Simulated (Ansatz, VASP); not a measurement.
## Two plane-wave programs on Al

The input INCAR:

```
PREC     = Accurate       # precision mode
ENCUT    = 600            # plane-wave cutoff, eV
EDIFF    = 1E-6           # SCF threshold, eV
ISMEAR   = 0              # smearing method
SIGMA    = 0.1            # smearing width, eV
LREAL    = F              # projectors in reciprocal space
LASPH    = T              # aspherical terms in the spheres
NELM     = 100            # most SCF steps
ALGO     = Fast           # electronic algorithm
ISIF     = 3              # what is computed and relaxed
LWAVE    = F              # write WAVECAR
LCHARG   = F              # write CHGCAR
GGA      = PE             # functional
IBRION   = 2              # ionic algorithm
NSW      = 100            # ionic steps
EDIFFG   = -0.01          # ionic threshold
```

File KPOINTS:

```
regular mesh
0
Gamma
  18 18 6
```

File POSCAR:

```
Al
1.0
    2.8405892829      0.0000000000      0.0000000000
   -1.4202946414      2.4600224807      0.0000000000
    0.0000000000      0.0000000000      9.4960250402
Al
4
Direct
    0.0000000000      0.0000000000      0.5000000000
    0.6666666667      0.3333333333      0.7500000000
    0.0000000000      0.0000000000      0.0000000000
    0.3333333333      0.6666666667      0.2500000000
```

Input for Ansatz:

```yaml
crystal:
  lattice:
    - [2.8405892829, 0.0, 0.0]
    - [-1.4202946414, 2.4600224807, 0.0]
    - [0.0, 0.0, 9.4960250402]
  atoms:
    - { symbol: Al, position: [0.0, 0.0, 0.5] }
    - { symbol: Al, position: [0.6666666667, 0.3333333333, 0.75] }
    - { symbol: Al, position: [0.0, 0.0, 0.0] }
    - { symbol: Al, position: [0.3333333333, 0.6666666667, 0.25] }
basis:
  ecutwfc: 420
kpoints:
  mp_grid: { grid: [18, 18, 6] }
hamiltonian:
  xc: pbe
scf:
  occupations: { method: gaussian, width: 0.1 }
output:
  forces: true
  stress: true
  eigenvalues: true
  write_density: true
  write_potential: true
  elf: true
  volumetric_format: npy
relax:
  adjacent_minimum: "off"
  f_tol: 0.01
  max_steps: 80
  cell: { stress_tol: 0.05 }
```

Alike in both runs: task relaxation of cell and atoms; functional PBE; k mesh 18 × 18 × 6; occupations gaussian, width 0.1 eV; no spin polarisation.

```csv
,VASP,Ansatz
version,VASP 6.6.1,Ansatz 0.2.0
potentials or method,"VASP PAW PBE potentials, release 64 (Al), cutoff 600 eV","scalar-relativistic, plane waves, PAW"
valence electrons in the cell,12,12
```

Ansatz gave:

```
gap on the k mesh at the Fermi level, each at its own relaxed structure (eV) : none
relaxed volume (Å³/atom)                                                     : 16.56
relaxed cell length with the largest relative difference (Å)                 : 9.385
```

Question: Estimate VASP's values.

Answer: gap on the k mesh at the Fermi level, each at its own relaxed structure (eV): none; relaxed volume (Å³/atom): 16.55; relaxed cell length with the largest relative difference (Å): 9.381.

A gap of «none» marks a metal or a gap that the smearing closes.
